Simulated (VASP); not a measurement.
Set up this calculation in VASP 6.6.1, as the native input.

```
Task                   : relaxation of cell and atoms
Functional             : PBEsol
Potentials or basis    : VASP PAW PBE potentials, release 64 (Pt, S)
Cutoff                 : 600 eV
k mesh                 : 9 × 9 × 5
Occupations            : fermi-dirac, width 0.05 eV
Spin                   : no spin polarisation
Target pressure        : 20 GPa
Dipole correction      : no
Further INCAR settings : ALGO = Normal; EDIFF = 1e-07; IBRION = 2; EDIFFG = -0.02; NSW = 80; ISIF = 3
```

The structure of PtS2 lies in POSCAR:

```
PtS2
1.0
    3.5432000000      0.0000000000      0.0000000000
   -1.7716000000      3.0685012107      0.0000000000
    0.0000000000      0.0000000000      5.0388000000
Pt S
1 2
Direct
    0.0000000000      0.0000000000      0.0000000000
    0.6666666667      0.3333333333      0.7730000000
    0.3333333333      0.6666666667      0.2270000000
```

The input as run:

INCAR

```
  PREC = Accurate
  ENCUT = 600
  EDIFF = 1E-7
  ISMEAR = -1
  SIGMA = 0.05
  LREAL = F
  LASPH = T
  NELM = 80
  ALGO = Normal
  ISIF = 3
  LWAVE = F
  LCHARG = F
  GGA = PS
  IBRION = 2
  NSW = 80
  EDIFFG = -0.02
  PSTRESS = 200.0
```

KPOINTS

```
Automatic mesh
0
Gamma
  9 9 5
```

Potentials or basis: VASP PAW PBE potentials, release 64 (Pt, S).

Run with:

```sh
$ cat potpaw_PBE.64/Pt/POTCAR potpaw_PBE.64/S/POTCAR > POTCAR
$ mpirun -np 1 vasp_std > vasp.out
```

It gave:

```yaml
Relaxed_volume: 14.28 Å³/atom
Relaxed_cell: a = 3.490 Å, b = 3.490 Å, c = 4.062 Å, α = 90.00°, β = 90.00°, γ = 120.00°
Space_group_after_relaxing_to_0.05_Å: P-3m1 (No. 164)
Energy_change_on_relaxing_the_enthalpy_is_what_falls: +116.7 meV/atom
Ionic_steps: 16
Pressure_after_relaxing: 20.0 GPa
Largest_force_after_relaxing: 0.013 eV/Å
Band_gap_on_the_k_mesh: zero (band 11 reaches 11.04 eV, above the bottom of band 12 at 10.53 eV)
```

Caveat: the cell is relaxed towards a set pressure, so the enthalpy falls and the energy may rise; the volume moved by over 15 % at a fixed basis, so the end points are rough; the PAW data sets were made with another functional, which shifts forces and pressure a little; spin-orbit coupling is left out, which moves the levels of the heavy elements.

It took 4.2 min on 1 thread of Intel(R) Xeon(R) 6975P-C (Granite Rapids), on a shared host, peak memory 0.22 GiB.
